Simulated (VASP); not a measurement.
Input of a VASP 6.6.1 run:

Contents of INCAR:

```
SYSTEM = HfO2
PREC = Accurate
ENCUT = 520
EDIFF = 1E-6
ISMEAR = 0
SIGMA = 0.01
LREAL = .FALSE.
LASPH = .TRUE.
NELM = 80
ALGO = Normal
ISIF = 2
LWAVE = .FALSE.
LCHARG = .FALSE.
GGA = PE
NBANDS = 31
```

The input KPOINTS:

```
regular mesh
0
G
  6 6 4
  0 0 0
```

The input POSCAR:

```
HfO2
1.0
    3.5580190000      0.0000000000      0.0000000000
    0.0000000000      3.5580190000      0.0000000000
    0.0000000000      0.0000000000      5.1718610000
Hf O
2 4
Direct
    0.5000000000      0.5000000000      0.5000000000
    0.0000000000      0.0000000000      0.0000000000
    0.0000000000      0.5000000000      0.6972080000
    0.5000000000      0.0000000000      0.8027920000
    0.5000000000      0.0000000000      0.3027920000
    0.0000000000      0.5000000000      0.1778726002
```

Potentials or basis: VASP PAW PBE potentials, release 64 (Hf_pv, O).

Launch:

```bash
$ cat potpaw_PBE.64/Hf_pv/POTCAR potpaw_PBE.64/O/POTCAR > POTCAR
$ mpirun -np 1 vasp_std > vasp.out
```

Q: Estimate the pressure.

A: 8.3 GPa.

Q: Predict the band gap on the k mesh.

A: 4.73 eV, indirect (least direct gap 4.80 eV).

Q: What does it give for the largest force?

A: 1.568 eV/Å.

Stress tensor (GPa, compression positive):
```
 5.92  0.00  0.00
 0.00 10.55  0.00
 0.00  0.00  8.55
```

Caveat: spin-orbit coupling is left out, which moves the levels of the heavy elements; forces of over 1 eV/Å act on the atoms, so gaps and moduli don't describe the material at rest. A k mesh can miss the band edges.
